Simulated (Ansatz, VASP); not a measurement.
K2S: VASP beside Ansatz

The input POSCAR:

```
K2S
1.0
    0.0000000000      3.7027568507      3.7027568507
    3.7027568507      0.0000000000      3.7027568507
    3.7027568507      3.7027568507      0.0000000000
S K
1 2
Direct
    0.0000000000      0.0000000000      0.0000000000
    0.2500000000      0.2500000000      0.2500000000
    0.7500000000      0.7500000000      0.7500000000
```

Contents of INCAR.step1:

```
  PREC = Accurate
  ENCUT = 400
  EDIFF = 1E-5
  ISMEAR = 0
  SIGMA = 0.01
  LREAL = F
  LASPH = T
  NELM = 120
  ALGO = Normal
  ISIF = 2
  LWAVE = T
  LCHARG = F
  NBANDS = 19
  GGA = PE
  GGA_COMPAT = F
```

File INCAR.step2:

```
  PREC = Accurate
  ENCUT = 400
  EDIFF = 1E-6
  ISMEAR = 0
  SIGMA = 0.01
  LREAL = F
  LASPH = T
  NELM = 120
  ALGO = Normal
  ISIF = 2
  LWAVE = F
  LCHARG = F
  GGA = PE
  LHFCALC = T
  HFSCREEN = 0.2079
  PRECFOCK = Normal
  NBANDS = 19
  ISTART = 1
  GGA_COMPAT = F
```

File KPOINTS:

```
regular mesh
0
Gamma
  4 4 4
```

Input for Ansatz:

```yaml
crystal:
  lattice:
    - [0.0, 3.7027568507, 3.7027568507]
    - [3.7027568507, 0.0, 3.7027568507]
    - [3.7027568507, 3.7027568507, 0.0]
  atoms:
    - { symbol: S, position: [0.0, 0.0, 0.0] }
    - { symbol: K, position: [0.25, 0.25, 0.25] }
    - { symbol: K, position: [0.75, 0.75, 0.75] }
kpoints:
  mp_grid: { grid: [4, 4, 4] }
hamiltonian:
  xc: hse06
scf:
  occupations: { method: fixed }
  n_extra_bands: 4
output:
  forces: true
  stress: true
  eigenvalues: true
```

Alike in both runs: task single point; functional HSE06; k mesh 4 × 4 × 4; no spin polarisation.

```csv
,VASP,Ansatz
version,VASP 6.6.1,Ansatz 0.2.0
potentials or method,"VASP PAW PBE potentials, release 64 (S, K_sv)","plane waves, PAW"
plane-wave cutoff (eV),400,420
occupations,"gaussian, width 0.01 eV",fixed
valence electrons in the cell,24,24
```

|  | VASP | Ansatz | Ansatz less VASP |
| --- | --- | --- | --- |
| gap on the k mesh at the Fermi level (eV) | 3.31 | 3.31 | +0.004 |
| pressure (GPa) | 0.2 | 0.1 | -0.07 |

Ansatz's warnings: stress exchange threshold loose, stress scf threshold loose.
